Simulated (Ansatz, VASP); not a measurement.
## Two plane-wave programs on SiPdRu5

Contents of POSCAR:

```
SiPdRu5
1.0
    3.9447136851      0.0000000000      0.0000000000
    0.0000000000      3.9447136851      0.0000000000
    0.0000000000      0.0000000000      6.4985391181
Si Ru Pd
1 5 1
Direct
    0.0000000000      0.0000000000      0.5000000000
    0.0000000000      0.0000000000      0.0000000000
    0.5000000000      0.0000000000      0.7142525574
    0.0000000000      0.5000000000      0.7142525574
    0.5000000000      0.0000000000      0.2857474426
    0.0000000000      0.5000000000      0.2857474426
    0.5000000000      0.5000000000      0.0000000000
```

The input INCAR.step1:

```
  PREC = Accurate
  ENCUT = 520
  ISMEAR = 0
  SIGMA = 0.1
  LREAL = F
  LASPH = T
  NELM = 60
  NBANDS = 51
  GGA = PE
  ALGO = Normal
  EDIFF = 1E-4
  LWAVE = T
  LCHARG = F
```

File INCAR.step2:

```
  PREC = Accurate
  ENCUT = 520
  EDIFF = 1E-6
  ISMEAR = 0
  SIGMA = 0.1
  LREAL = F
  LASPH = T
  NELM = 60
  ALGO = Normal
  ISIF = 2
  LWAVE = F
  LCHARG = F
  METAGGA = R2SCAN
  LMIXTAU = T
  NBANDS = 51
  ISTART = 1
```

KPOINTS

```
Automatic mesh
0
Gamma
  8 8 6
```

Input for Ansatz:

```yaml
crystal:
  lattice:
    - [3.9447136851, 0.0, 0.0]
    - [0.0, 3.9447136851, 0.0]
    - [0.0, 0.0, 6.4985391181]
  atoms:
    - { symbol: Si, position: [0.0, 0.0, 0.5] }
    - { symbol: Ru, position: [0.0, 0.0, 0.0] }
    - { symbol: Ru, position: [0.5, 0.0, 0.7142525574] }
    - { symbol: Ru, position: [0.0, 0.5, 0.7142525574] }
    - { symbol: Ru, position: [0.5, 0.0, 0.2857474426] }
    - { symbol: Ru, position: [0.0, 0.5, 0.2857474426] }
    - { symbol: Pd, position: [0.5, 0.5, 0.0] }
basis:
  ecutwfc: 500
kpoints:
  mp_grid: { grid: [8, 8, 6] }
hamiltonian:
  xc: r2scan
scf:
  occupations: { method: gaussian, width: 0.1 }
output:
  forces: true
  stress: true
  eigenvalues: true
```

Alike in both runs: task single point; functional r2SCAN; k mesh 8 × 8 × 6; occupations gaussian, width 0.1 eV; no spin polarisation.

|  | VASP | Ansatz |
| --- | --- | --- |
| version | VASP 6.6.1 | Ansatz 0.2.0 |
| potentials or method | VASP PAW PBE potentials, release 64 (Si, Ru_pv, Pd), cutoff 520 eV | scalar-relativistic, plane waves, PAW |
| valence electrons in the cell | 84 | 102 |

|  | VASP | Ansatz | Ansatz less VASP |
| --- | --- | --- | --- |
| gap on the k mesh at the Fermi level (eV) | none | none | - |
| pressure (GPa) | -4.6 | -5.4 | -0.81 |
| traceless stress, the component that is largest in VASP (GPa) | -0.38 | -0.41 | -0.032 |
| rms of the force components (eV/Å) | 0.017 | 0.020 | +0.0029 |

VASP's potentials were made for PBE, not for r2SCAN. Atom by atom the forces differ by 0.003 eV/Å (rms over components). A gap of «none» marks a metal or a gap that the smearing closes. VASP's potentials hold 84 valence electrons a cell and Ansatz's 102, so a difference there can come from the potentials and not from the codes.
